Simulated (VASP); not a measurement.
Write the native input for VASP 6.6.1 that does the following.

```yaml
Task: single point
Functional: LDA
Potentials_or_basis: VASP PAW LDA potentials, release 64 (Ti_sv, N)
Cutoff: 600 eV
k_mesh: 18 × 18 × 18
Occupations: gaussian, width 0.1 eV
Spin: no spin polarisation
Dipole_correction: no
Further_INCAR_settings: ALGO = Normal; EDIFF = 1e-06; NBANDS = 16
```

The structure of TiN (l.b) lies in POSCAR:

```
TiN
1.0
    0.0000000000      2.0858878533      2.0858878533
    2.0858878533      0.0000000000      2.0858878533
    2.0858878533      2.0858878533      0.0000000000
Ti N
1 1
Direct
    0.0000000000      0.0000000000      0.0000000000
    0.5000000000      0.5000000000      0.5000000000
```

The input as run:

INCAR

```
PREC = Accurate
ENCUT = 600
EDIFF = 1E-6
ISMEAR = 0
SIGMA = 0.1
LREAL = False
LASPH = True
NELM = 120
ALGO = Normal
ISIF = 2
LWAVE = False
LCHARG = False
GGA = CA
NBANDS = 16
GGA_COMPAT = False
```

KPOINTS

```
Automatic mesh
0
Gamma
  18 18 18
```

Potentials or basis: VASP PAW LDA potentials, release 64 (Ti_sv, N).

Run with:

```bash
$ cat potpaw_LDA.64/Ti_sv/POTCAR potpaw_LDA.64/N/POTCAR > POTCAR
$ mpirun -np 1 vasp_std > vasp.out
```

It gave:

```json
{"Pressure": "1.0 GPa"}
```

Wall time 78 s on 1 thread of Intel(R) Xeon(R) Platinum 8488C (Sapphire Rapids) (shared host), peak memory 0.18 GiB.
